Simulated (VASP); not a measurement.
# Co (Fd-3m) in VASP: a series of runs, part 2 of 2

VASP 6.6.1. Earlier steps stand in the parts before.

## (3) Single point, PBE, collinear spin, ferromagnetic start

INCAR reads:

```
PREC = Accurate
ENCUT = 520
EDIFF = 1E-6
ISMEAR = -1
SIGMA = 0.1
LREAL = False
LASPH = True
NELM = 150
ALGO = Normal
ISIF = 2
LWAVE = False
LCHARG = False
ISPIN = 2
MAGMOM = 1.7 1.7
LORBIT = 11
LMAXMIX = 4
GGA = PE
NBANDS = 20
```

KPOINTS reads:

```
Automatic mesh
0
Gamma
  16 16 16
```

POSCAR reads:

```
Co
1.0
    0.0000000000      1.9637312389      1.9637312389
    1.9637312389      0.0000000000      1.9637312389
    1.9637312389      1.9637312389      0.0000000000
Co
2
Direct
   -0.1250000000     -0.1250000000     -0.1250000000
    0.1250000000      0.1250000000      0.1250000000
```

Potentials or basis: VASP PAW PBE potentials, release 64 (Co).

On the command line:

```
> cat potpaw_PBE.64/Co/POTCAR > POTCAR
> mpirun -np 1 vasp_std > vasp.out
```

OUTCAR:

```text
PREC = Accurate
   ENCUT = 520
   EDIFF = 1E-6
   ISMEAR = -1
   LREAL = False
   LASPH = True
   NELM = 150
   ISIF = 2
   ISPIN = 2
   LORBIT = 11
   GGA = PE

 ion  position               nearest neighbor table
   1  0.875  0.875  0.875-   2 1.70   2 1.70   2 1.70   2 1.70
   2  0.125  0.125  0.125-   1 1.70   1 1.70   1 1.70   1 1.70

  LATTYP: Found a face centered cubic cell.
 ALAT       =     3.9274624778

  Lattice vectors:

 A1 = (   0.0000000000,   1.9637312389,   1.9637312389)
 A2 = (   1.9637312389,   0.0000000000,   1.9637312389)
 A3 = (   1.9637312389,   1.9637312389,   0.0000000000)

Analysis of symmetry for initial positions (statically):
=====================================================================
 Subroutine PRICEL returns:
 Original cell was already a primitive cell.

 Routine SETGRP: Setting up the symmetry group for a
 face centered cubic supercell.

 Subroutine GETGRP returns: Found 48 space group operations
 (whereof 12 operations were pure point group operations)
 out of a pool of 48 trial point group operations.

The static configuration has the point symmetry D_3d.
 The point group associated with its full space group is O_h .

Analysis of symmetry for dynamics (positions and initial velocities):
=====================================================================
 Subroutine PRICEL returns:
 Original cell was already a primitive cell.

 Routine SETGRP: Setting up the symmetry group for a
 face centered cubic supercell.

 Subroutine GETGRP returns: Found 48 space group operations
 (whereof 12 operations were pure point group operations)
 out of a pool of 48 trial point group operations.

The dynamic configuration has the point symmetry D_3d.
 The point group associated with its full space group is O_h .

Analysis of structural, dynamic, and magnetic symmetry:
=====================================================================
 Subroutine PRICEL returns:
 Original cell was already a primitive cell.

 Routine SETGRP: Setting up the symmetry group for a
 face centered cubic supercell.

 Subroutine GETGRP returns: Found 48 space group operations
 (whereof 12 operations were pure point group operations)
 out of a pool of 48 trial point group operations.

The overall configuration has the point symmetry D_3d.
 The point group associated with its full space group is O_h .

 Subroutine INISYM returns: Found 48 space group operations
 (whereof 12 operations are pure point group operations),
 and found     1 'primitive' translations

----------------------------------------------------------------------------------------

                                     Primitive cell

  volume of cell :      15.1452

  direct lattice vectors                    reciprocal lattice vectors
     0.000000000  1.963731239  1.963731239    -0.254617328  0.254617328  0.254617328
     1.963731239  0.000000000  1.963731239     0.254617328 -0.254617328  0.254617328
     1.963731239  1.963731239  0.000000000     0.254617328  0.254617328 -0.254617328

  length of vectors
     2.777135351  2.777135351  2.777135351     0.441010148  0.441010148  0.441010148

  position of ions in fractional coordinates (direct lattice)
     0.875000000  0.875000000  0.875000000
     0.125000000  0.125000000  0.125000000
[... 65 lines left out ...]
   NGX,Y,Z   is equivalent  to a cutoff of  14.37, 14.37, 14.37 a.u.
   NGXF,Y,Z  is equivalent  to a cutoff of  28.73, 28.73, 28.73 a.u.
 SYSTEM =  unknown system
   PREC   = accura    normal or accurate (medium, high low for compatibility)
   ISTART =      0    job   : 0-new  1-cont  2-samecut
   ICHARG =      2    charge: 1-file 2-atom 10-const
   ISPIN  =      2    spin polarized calculation?
   LNONCOLLINEAR =      F non collinear calculations
   LSORBIT =      F    spin-orbit coupling
   LASPH  =      T    aspherical Exc in radial PAW
   ENCUT  =  520.0 eV  38.22 Ry    6.18 a.u.   5.16  5.16  5.16*2*pi/ulx,y,z
   NELM   =    150;   NELMIN=  2; NELMDL= -5     # of ELM steps
   EDIFF  = 0.1E-05   stopping-criterion for ELM
   LREAL  =      F    real-space projection
   EDIFFG = 0.1E-04   stopping-criterion for IOM
   NSW    =      0    number of steps for IOM
   IBRION =     -1    ionic relax: 0-MD 1-quasi-New 2-CG
   NFREE  =      0    steps in history (QN), initial steepest desc. (CG)
   ISIF   =      2    stress and relaxation
   ISYM   =      2    0-nonsym 1-usesym 2-fastsym
   POTIM  = 0.5000    time-step for ionic-motion
   TEBEG  =    0.0;   TEEND  =   0.0 temperature during run
   PSTRESS=    0.0 pullay stress
   NELECT =      18.0000    total number of electrons
   NUPDOWN=      -1.0000    fix difference up-down
   EMIN   =  10.00;   EMAX   =-10.00  energy-range for DOS
   EFERMI =   0.00;   METHOD = LEGACY
   ISMEAR =    -1;   SIGMA  =   0.10  broadening in eV -4-tet -1-fermi 0-gaus
   EFERMI_NEDOS =   21; number of points for ismear=-14 and -15
   IALGO  =     38    algorithm
   IMIX   =      4    mixing-type and parameters
     AMIX     =   0.40;   BMIX     =  1.00
     AMIX_MAG =   1.60;   BMIX_MAG =  1.00
  volume/ion in A,a.u.               =       7.57        51.10
  Fermi-wavevector in a.u.,A,eV,Ry     =   1.734098  3.276970 40.914020  3.007096
  Thomas-Fermi vector in A             =   2.807959
   LORBIT       =     11    0 simple, 1 ext, 2 COOP (PROOUT), +10 PAW based schemes
   GGA     = PE    functional components
   LHFCALC =     F    Hartree Fock is set to
   AEXX    =    0.0000 exact exchange contribution
   IVDW    =     0    specifies the selected vdW correction
   LEPSILON=     F    determine dielectric tensor
   LRPA    =     F    only Hartree local field effects (RPA)
 spin polarized calculation
  energy-cutoff  :      520.00
  volume of cell :       15.15
 maximum number of plane-waves:       419
 NGX is ok and might be reduce to    24
   NGX = 11   NGY = 11   NGZ = 11

 number of electron      18.0000006 magnetization       0.0011973

 number of electron      18.0000006 magnetization      -0.0001770

 Free energy of the ion-electron system (eV)
  ---------------------------------------------------
  ext. energy  EPLUGINS =         0.00000000
  ---------------------------------------------------
  free energy    TOTEN  =        -2.45189055 eV

  energy without entropy =       -2.39788975  energy(sigma->0) =       -2.42489015

 E-fermi :  17.5840     XC(G=0): -15.3267

 val. band max:       17.5805956058   @ k =  -0.1875   0.1875   0.0625
 cond. band min:      17.6165493002   @ k =  -0.1875   0.1875   0.0000
 fundamental gap:      0.0359536943
 Fermi energy:        17.5839767642

 spin component 1

 k-point     1 :       0.0000    0.0000    0.0000
  band No.  band energies     occupation
      1       6.2963      1.00000
      2      10.1302      1.00000
      3      10.1302      1.00000
      4      11.5131      1.00000
      5      11.5131      1.00000
      6      11.5131      1.00000
[... 541 lines left out ...]
     19      44.3224      0.00000
     20      45.3326      0.00000

 [... further k-points ...]

 spin component 2

 k-point     1 :       0.0000    0.0000    0.0000
  band No.  band energies     occupation
      1       6.2963      1.00000
      2      10.1301      1.00000
      3      10.1301      1.00000
      4      11.5131      1.00000
      5      11.5131      1.00000
      6      11.5131      1.00000
[... 541 lines left out ...]
     19      44.3224      0.00000
     20      45.3325      0.00000

 [... further k-points ...]
[... 5 lines left out ...]
  --------------------------------------------------------------------------------------
  -------------------------------------------------------------------------------------
  Total       33.1150413     33.1150413     33.1150413     -0.0000000     -0.0000000      0.0000000
  in kB     3503.1581221   3503.1581221   3503.1581221     -0.0000000     -0.0000000      0.0000000
  external PRESSURE =    3503.1581221 kB  Pullay stress =       0.0000000 kB

 VOLUME and BASIS-vectors are now :
 -----------------------------------------------------------------------------
  energy-cutoff  :      520.00
  volume of cell :       15.15
      direct lattice vectors                 reciprocal lattice vectors
     0.000000000  1.963731239  1.963731239    -0.254617328  0.254617328  0.254617328
     1.963731239  0.000000000  1.963731239     0.254617328 -0.254617328  0.254617328
     1.963731239  1.963731239  0.000000000     0.254617328  0.254617328 -0.254617328

 POSITION                                       TOTAL-FORCE (eV/Angst)
 -----------------------------------------------------------------------------------
      3.43653      3.43653      3.43653         0.000000      0.000000      0.000000
      0.49093      0.49093      0.49093        -0.000000     -0.000000     -0.000000
 -----------------------------------------------------------------------------------
    total drift:                                0.000000      0.000000      0.000000

  FREE ENERGIE OF THE ION-ELECTRON SYSTEM (eV)
  ---------------------------------------------------
  free  energy   TOTEN  =        -2.4518905541 eV

  energy  without entropy=       -2.3978897515  energy(sigma->0) =       -2.42489015

 total charge

# of ion       s       p       d       tot
------------------------------------------
    1        0.820   0.950   8.209   9.980
    2        0.820   0.950   8.209   9.980
--------------------------------------------------
tot          1.641   1.900  16.419  19.960

 magnetization (x)

# of ion       s       p       d       tot
------------------------------------------
    1        0.000  -0.000  -0.000  -0.000
    2        0.000  -0.000  -0.000  -0.000
--------------------------------------------------
tot          0.000  -0.000  -0.000  -0.000
```

OSZICAR:

```text
N       E                     dE             d eps       ncg     rms          rms(c)
DAV:   1     0.988614242955E+02    0.98861E+02   -0.76096E+03 12944   0.134E+03
DAV:   2     0.313195133607E+01   -0.95729E+02   -0.84748E+02 11712   0.233E+02
DAV:   3    -0.219369006962E+01   -0.53256E+01   -0.52041E+01 12872   0.641E+01
DAV:   4    -0.227074543601E+01   -0.77055E-01   -0.77006E-01 14304   0.676E+00
DAV:   5    -0.227316776811E+01   -0.24223E-02   -0.24221E-02 14292   0.124E+00    0.283E+01
DAV:   6    -0.265340263416E+01   -0.38023E+00   -0.94140E-02 17128   0.599E+00    0.156E+01
DAV:   7    -0.249419081906E+01    0.15921E+00   -0.43924E-02 17060   0.337E+00    0.986E+00
DAV:   8    -0.245322550172E+01    0.40965E-01   -0.81669E-03 16384   0.878E-01    0.232E+00
DAV:   9    -0.245161855610E+01    0.16069E-02   -0.51994E-03 16336   0.104E+00    0.217E-01
DAV:  10    -0.245193493722E+01   -0.31638E-03   -0.36070E-04 14332   0.222E-01    0.692E-02
DAV:  11    -0.245190784732E+01    0.27090E-04   -0.19568E-05 15132   0.458E-02    0.322E-02
DAV:  12    -0.245189285317E+01    0.14994E-04   -0.12141E-06 11760   0.977E-03    0.175E-02
DAV:  13    -0.245189053377E+01    0.23194E-05   -0.70595E-07  9384   0.952E-03    0.823E-03
DAV:  14    -0.245189055405E+01   -0.20288E-07   -0.12462E-07  7496   0.342E-03
   1 F= -.24518906E+01 E0= -.24248902E+01  d E =-.540008E-01  mag=    -0.0001
```

Wall time 46 s (1 thread of Intel Xeon Platinum 8559C (Emerald Rapids), shared host); peak memory 0.19 GiB.

What came out:

```
Free energy            : -2.4519 eV
Pressure               : 350.3 GPa
Band gap on the k mesh : zero (filled and empty bands overlap)
Net moment             : 0.00 μB per cell
```

Levels at points of the mesh, in eV from the Fermi level:
Spin up:
| k point | band 7 | band 8 | band 9 | band 10 | band 11 | band 12 |
| --- | --- | --- | --- | --- | --- | --- |
| (0.00, 0.00, 0.00) | -2.56 | -2.56 | -2.56 | 1.07 | 1.07 | 19.39 |
| (0.50, 0.00, 0.00) | -2.56 | -1.07 | -1.07 | 0.30 | 0.30 | 3.85 |
| (0.50, 0.50, 0.00) | -2.61 | -2.61 | 0.62 | 0.62 | 3.69 | 3.69 |
Spin down:
```tsv
k point	band 5	band 6	band 7	band 8	band 9	band 10	band 11	band 12	band 13	band 14
(0.00, 0.00, 0.00)	-6.07	-6.07	-2.56	-2.56	-2.56	1.07	1.07	19.39	19.39	19.39
(0.50, 0.00, 0.00)	-6.34	-5.98	-2.56	-1.07	-1.07	0.30	0.30	3.85	15.66	17.48
(0.50, 0.50, 0.00)	-3.32	-3.32	-2.61	-2.61	0.62	0.62	3.69	3.69	7.55	7.55
```

Caveat: the starting moments collapsed, and a magnetic state may lie lower.

## (4) Single point, LDA, collinear spin, ferromagnetic start (volume scaled by 0.65)

INCAR reads:

```
SYSTEM = Co
PREC = Accurate ; ENCUT = 520
EDIFF = 1E-7 ; ISMEAR = -1
SIGMA = 0.1 ; LREAL = .FALSE.
LASPH = .TRUE. ; NELM = 150
ALGO = Normal ; ISIF = 2
LWAVE = .FALSE. ; LCHARG = .FALSE.
ISPIN = 2 ; MAGMOM = 1.7 1.7
LORBIT = 11 ; LMAXMIX = 4
GGA = CA ; NBANDS = 20
```

KPOINTS reads:

```
Automatic mesh
0
G
  16 16 16
  0 0 0
```

POSCAR reads:

```
Co
1.0
    0.0000000000      2.0761828754      2.0761828754
    2.0761828754      0.0000000000      2.0761828754
    2.0761828754      2.0761828754      0.0000000000
Co
2
Direct
   -0.1250000000     -0.1250000000     -0.1250000000
    0.1250000000      0.1250000000      0.1250000000
```

Potentials or basis: VASP PAW LDA potentials, release 64 (Co).

On the command line:

```
> cat potpaw_LDA.64/Co/POTCAR > POTCAR
> mpirun -np 1 vasp_std > vasp.out
```

OUTCAR:

```text
SYSTEM = Co
   PREC = Accurate
   ENCUT = 520
   EDIFF = 1E-7
   ISMEAR = -1
   LREAL = .FALSE.
   LASPH = .TRUE.
   NELM = 150
   ISIF = 2
   ISPIN = 2
   LORBIT = 11
   GGA = CA

 ion  position               nearest neighbor table
   1  0.875  0.875  0.875-   2 1.80   2 1.80   2 1.80   2 1.80
   2  0.125  0.125  0.125-   1 1.80   1 1.80   1 1.80   1 1.80

  LATTYP: Found a face centered cubic cell.
 ALAT       =     4.1523657508

  Lattice vectors:

 A1 = (   0.0000000000,   2.0761828754,   2.0761828754)
 A2 = (   2.0761828754,   0.0000000000,   2.0761828754)
 A3 = (   2.0761828754,   2.0761828754,   0.0000000000)

Analysis of symmetry for initial positions (statically):
[... 1323 lines left out ...]
  energy-cutoff  :      520.00
  volume of cell :       17.90
      direct lattice vectors                 reciprocal lattice vectors
     0.000000000  2.076182875  2.076182875    -0.240826570  0.240826570  0.240826570
     2.076182875  0.000000000  2.076182875     0.240826570 -0.240826570  0.240826570
     2.076182875  2.076182875  0.000000000     0.240826570  0.240826570 -0.240826570

 POSITION                                       TOTAL-FORCE (eV/Angst)
 -----------------------------------------------------------------------------------
      3.63332      3.63332      3.63332        -0.000000     -0.000000     -0.000000
      0.51905      0.51905      0.51905         0.000000      0.000000      0.000000
 -----------------------------------------------------------------------------------
    total drift:                                0.000000      0.000000      0.000000

  FREE ENERGIE OF THE ION-ELECTRON SYSTEM (eV)
  ---------------------------------------------------
  free  energy   TOTEN  =       -10.3013914599 eV

  energy  without entropy=      -10.2347453731  energy(sigma->0) =      -10.26806842

 total charge

# of ion       s       p       d       tot
------------------------------------------
    1        0.759   0.805   7.921   9.485
    2        0.759   0.805   7.921   9.485
--------------------------------------------------
tot          1.518   1.611  15.842  18.971

 magnetization (x)

# of ion       s       p       d       tot
------------------------------------------
    1       -0.000  -0.000   0.000   0.000
    2       -0.000  -0.000   0.000   0.000
--------------------------------------------------
tot         -0.000  -0.000   0.000   0.000
```

stdout:

```text
POSCAR found type information on POSCAR Co
 POSCAR found :  1 types and       2 ions
 scaLAPACK will be used
 LDA part: xc-table for (Slater(with rela. corr.)+CA(PZ))
 , standard interpolation
 POSCAR, INCAR and KPOINTS ok, starting setup
 FFT: planning ... GRIDC
 FFT: planning ... GRID_SOFT
 FFT: planning ... GRID
 WAVECAR not read
 entering main loop
```

Run time: 46 s. Hardware: 1 thread of Intel Xeon Platinum 8559C (Emerald Rapids), shared host; peak memory 0.19 GiB.

Results:

```yaml
Free_energy: -10.3014 eV
Pressure: 163.6 GPa
Band_gap_on_the_k_mesh: zero (filled and empty bands overlap)
Net_moment: 0.00 μB per cell
```

Caveat: the starting moments collapsed, and a magnetic state may lie lower.
